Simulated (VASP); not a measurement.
F, 4 atoms in the cell. Symmetry: C2/c, No. 15, monoclinic system. The conventional cell has a = 4.977 Å, b = 3.267 Å, c = 6.453 Å, α = 90.00°, β = 90.15°, γ = 90.00°. F (site symmetry 1) has 1 F at 1.36 Å within 1.8 Å. 

* Program: VASP 6.6.1
* Task: single point
* Functional: r2SCAN
* Potentials or basis: VASP PAW PBE potentials, release 64 (F)
* Cutoff: 520 eV
* k mesh: 10 × 10 × 4
* Occupations: fermi-dirac, width 0.05 eV
* Spin: no spin polarisation
* Dipole correction: no
* Further INCAR settings: ALGO = Normal; EDIFF = 1e-06; NBANDS = 22

Potentials or basis: VASP PAW PBE potentials, release 64 (F).

Command:

```console
$ cat potpaw_PBE.64/F/POTCAR > POTCAR
$ cp INCAR.step1 INCAR
$ mpirun -np 1 vasp_std > vasp.out
$ cp INCAR.step2 INCAR
$ mpirun -np 1 vasp_std > vasp.out
```

Hardware: 1 thread of AMD EPYC 9R45 96-Core Processor (Zen 5), with other jobs on the host.

Estimate the wall time of this run.

It took 4.7 min on 1 thread of AMD EPYC 9R45 96-Core Processor (Zen 5) (shared host), peak memory 0.19 GiB. Counts: k points 117.
